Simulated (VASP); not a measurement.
Runs of VASP 6.6.1 on KCl. The structure is that of space group Pm-3m (No. 221), or close to it. The cells are those of the table. 

```tsv
level	cell	smearing	gap on the mesh (eV)	pressure (GPa)
PBE	a = 3.994 Å, 2 atoms	fermi-dirac 0.02 eV	4.35	(c)
r2SCAN	a = 3.994 Å, 2 atoms	gaussian 0.01 eV	(b)	-2.6
PBE	a = 3.565, b = 3.771, c = 3.771 Å, 2 atoms	fermi-dirac 0.02 eV	5.05	(a)
r2SCAN	a = 3.565, b = 3.771, c = 3.771 Å, 2 atoms	gaussian 0.01 eV	5.83	1.5
```

Alike in all rows: task single point; potentials or basis VASP PAW PBE potentials, release 64 (K_sv, Cl); no spin polarisation; k mesh 8 × 8 × 8; cutoff (eV) 520.

Estimate the missing entries.

(a) 2.6; (b) 5.08; (c) -1.7.

Caveats: the PAW data sets were made with another functional, which shifts forces and pressure a little (at least some runs).

A k mesh can miss the band edges.
